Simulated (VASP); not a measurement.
# Mo6H in VASP: a series of runs, part 3 of 3

VASP 6.6.1. The steps go on from the part before.

### 5 Single point, PBE

Input file INCAR:

```
PREC     = Accurate       # precision mode
ENCUT    = 520            # plane-wave cutoff, eV
EDIFF    = 1E-6           # SCF threshold, eV
ISMEAR   = 0              # smearing method
SIGMA    = 0.1            # smearing width, eV
LREAL    = F              # projectors in reciprocal space
LASPH    = T              # aspherical terms in the spheres
NELM     = 60             # most SCF steps
ALGO     = Normal         # electronic algorithm
ISIF     = 2              # what is computed and relaxed
LWAVE    = F              # write WAVECAR
LCHARG   = T              # write CHGCAR
LDIPOL   = T            
IDIPOL   = 3            
DIPOL    = 0.5 0.5 0.330
GGA      = PE             # functional
LELF     = T              # ELF
LVHAR    = T            
LVACPOTAV= T            
NBANDS   = 52             # bands
```

Input file KPOINTS:

```
Automatic mesh
0
Gamma
  6 6 1
```

Input file POSCAR:

```
Mo6H
1.0
    4.4695765307      0.0000000000      0.0000000000
   -2.2347882654      3.8707668198      0.0000000000
    0.0000000000      0.0000000000     19.7595667350
Mo H
6 1
Direct
    0.6666666667      0.3333333333      0.2024335884
    0.3333333333      0.6666666666      0.2486060831
    0.0000000000      0.0000000000      0.2947785777
    0.6666666667      0.3333333333      0.3368821116
    0.3333333333      0.6666666666      0.3779725564
    0.0000000000      0.0000000000      0.4180034333
    0.8888888889      0.4444444444      0.4291486814
```

Potentials or basis: VASP PAW PBE potentials, release 64 (Mo_sv, H).

On the command line:

```sh
> cat potpaw_PBE.64/Mo_sv/POTCAR potpaw_PBE.64/H/POTCAR > POTCAR
> mpirun -np 1 vasp_std > vasp.out
```

OUTCAR:

```text
PREC = Accurate
   ENCUT = 520
   EDIFF = 1E-6
   ISMEAR = 0
   LREAL = F
   LASPH = T
   NELM = 60
   ISIF = 2
   GGA = PE

 ion  position               nearest neighbor table
   1  0.667  0.333  0.202-   4 2.66   2 2.74   2 2.74   2 2.74   3 3.16   3 3.16   3 3.16
   2  0.333  0.667  0.249-   5 2.56   3 2.74   3 2.74   3 2.74   1 2.74   1 2.74   1 2.74   4 3.11
                             4 3.11   4 3.11
   3  0.000  0.000  0.295-   6 2.43   4 2.71   4 2.71   4 2.71   2 2.74   2 2.74   2 2.74   5 3.06
                             5 3.06   5 3.06   1 3.16   1 3.16   1 3.16
   4  0.667  0.333  0.337-   7 2.02   1 2.66   5 2.71   5 2.71   5 2.71   3 2.71   3 2.71   3 2.71
                             6 3.04   6 3.04   6 3.04   2 3.11   2 3.11   2 3.11
[... 922 lines left out ...]
  external PRESSURE =     -16.6543067 kB  Pullay stress =       0.0000000 kB

 VOLUME and BASIS-vectors are now :
 -----------------------------------------------------------------------------
  energy-cutoff  :      520.00
  volume of cell :      341.85
      direct lattice vectors                 reciprocal lattice vectors
     4.469576531  0.000000000  0.000000000     0.223734842  0.129173371  0.000000000
    -2.234788265  3.870766820  0.000000000     0.000000000  0.258346743  0.000000000
     0.000000000  0.000000000 19.759566735     0.000000000  0.000000000  0.050608397

 POSITION                                       TOTAL-FORCE (eV/Angst)
 -----------------------------------------------------------------------------------
      2.23479      1.29026      4.00000        -0.016420     -0.009480      1.553510
     -0.00000      2.58051      4.91235         0.159965      0.092356     -0.685981
      0.00000      0.00000      5.82470        -0.058327     -0.033675     -1.379040
      2.23479      1.29026      6.65664        -0.189204     -0.109237     -0.139198
     -0.00000      2.58051      7.46857        -0.031288     -0.018064      0.282318
      0.00000      0.00000      8.25957        -0.291401     -0.168240      0.360945
      2.97972      1.72034      8.47979         0.426674      0.246340      0.007446
 -----------------------------------------------------------------------------------
    total drift:                               -0.000019     -0.000009     -0.000060

  FREE ENERGIE OF THE ION-ELECTRON SYSTEM (eV)
  ---------------------------------------------------
  free  energy   TOTEN  =       -62.6569786921 eV

  energy  without entropy=      -62.6132584676  energy(sigma->0) =      -62.63511858

 vacuum level on the upper side and lower side of the slab         4.600         4.565
```

OSZICAR:

```text
N       E                     dE             d eps       ncg     rms          rms(c)
DAV:   1     0.820955622436E+03    0.82096E+03   -0.52865E+04  1856   0.142E+03
DAV:   2    -0.343587016434E+02   -0.85531E+03   -0.83395E+03  1564   0.417E+02
DAV:   3    -0.675469279971E+02   -0.33188E+02   -0.32159E+02  1756   0.690E+01
[... 21 lines left out ...]
DAV:  25    -0.626569321043E+02   -0.44437E-04   -0.38653E-06  1240   0.791E-03    0.359E-03
DAV:  26    -0.626569556150E+02   -0.23511E-04   -0.11861E-06  1072   0.403E-03    0.167E-03
DAV:  27    -0.626569755946E+02   -0.19980E-04   -0.22875E-06  1108   0.427E-03    0.959E-04
DAV:  28    -0.626569777726E+02   -0.21780E-05   -0.18637E-07   944   0.150E-03    0.556E-04
DAV:  29    -0.626569786921E+02   -0.91955E-06   -0.84976E-08   828   0.923E-04
   1 F= -.62656979E+02 E0= -.62635119E+02  d E =-.437202E-01
```

stdout:

```text
POSCAR found type information on POSCAR MoH
 POSCAR found :  2 types and       7 ions
 scaLAPACK will be used
 LDA part: xc-table for (Slater+PW92), standard interpolation
 POSCAR, INCAR and KPOINTS ok, starting setup
 FFT: planning ... GRIDC
 FFT: planning ... GRID_SOFT
 FFT: planning ... GRID
 WAVECAR not read
 entering main loop
 -----------------------------------------------------------------------------
|                                                                             |
|           W    W    AA    RRRRR   N    N  II  N    N   GGGG   !!!           |
|           W    W   A  A   R    R  NN   N  II  NN   N  G    G  !!!           |
|           W    W  A    A  R    R  N N  N  II  N N  N  G       !!!           |
|           W WW W  AAAAAA  RRRRR   N  N N  II  N  N N  G  GGG   !            |
|           WW  WW  A    A  R   R   N   NN  II  N   NN  G    G                |
|           W    W  A    A  R    R  N    N  II  N    N   GGGG   !!!           |
|                                                                             |
|     Did not find any points to average over, which means that no vacuum     |
|     field-free region was found. Please increase the size of  your cell     |
|     in the dimension of the dipole correction to obtain accurate            |
|     workfunction values.                                                    |
|                                                                             |
 -----------------------------------------------------------------------------
```

Run time: 3.9 min. Hardware: 1 thread of Intel Xeon 6975P-C (Granite Rapids), shared host; peak memory 0.54 GiB.

What came out:

```yaml
Free_energy: -62.6570 eV
Largest_force: 1.554 eV/Å
Band_gap_on_the_k_mesh: zero (an odd number of electrons rules out a gap without spin polarisation)
```

Forces in eV/Å, atoms in the order of the input:
```
Mo  -0.016 -0.009  1.554
Mo   0.160  0.092 -0.686
Mo  -0.058 -0.034 -1.379
Mo  -0.189 -0.109 -0.139
Mo  -0.031 -0.018  0.282
Mo  -0.291 -0.168  0.361
H    0.427  0.246  0.007
```

Levels at points of the mesh, in eV from the Fermi level:
| k point | band 41 | band 42 | band 43 | band 44 | band 45 | band 46 |
| --- | --- | --- | --- | --- | --- | --- |
| (0.00, 0.00, 0.00) | -1.21 | -1.03 | -0.14 | 1.00 | 1.10 | 1.24 |
| (0.50, 0.00, 0.00) | -0.40 | 0.00 | 0.04 | 0.16 | 0.59 | 1.15 |
| (0.00, 0.50, 0.00) | -0.57 | -0.17 | 0.03 | 0.10 | 0.61 | 1.20 |

### 6 Summary

| cell | gap on the mesh (eV) | largest force (eV/Å) |
| --- | --- | --- |
| a = 4.470, b = 4.470, c = 19.760 Å, angles 90.0, 90.0, 120.0°, 7 atoms, atomic positions A | none | 1.78 |
| a = 4.470, b = 4.470, c = 19.760 Å, angles 90.0, 90.0, 120.0°, 7 atoms, atomic positions B | none | 1.52 |
| a = 4.470, b = 4.470, c = 19.760 Å, angles 90.0, 90.0, 120.0°, 7 atoms, atomic positions C | none | 1.83 |
| a = 4.470, b = 4.470, c = 19.760 Å, angles 90.0, 90.0, 120.0°, 7 atoms, atomic positions D | none | 1.55 |

Alike in all rows: task single point; level PBE; potentials or basis VASP PAW PBE potentials, release 64 (Mo_sv, H); no spin polarisation; k mesh 6 × 6 × 1; cutoff (eV) 520; smearing gaussian 0.1 eV.

Absolute energies hang on the potentials; compare differences alone.
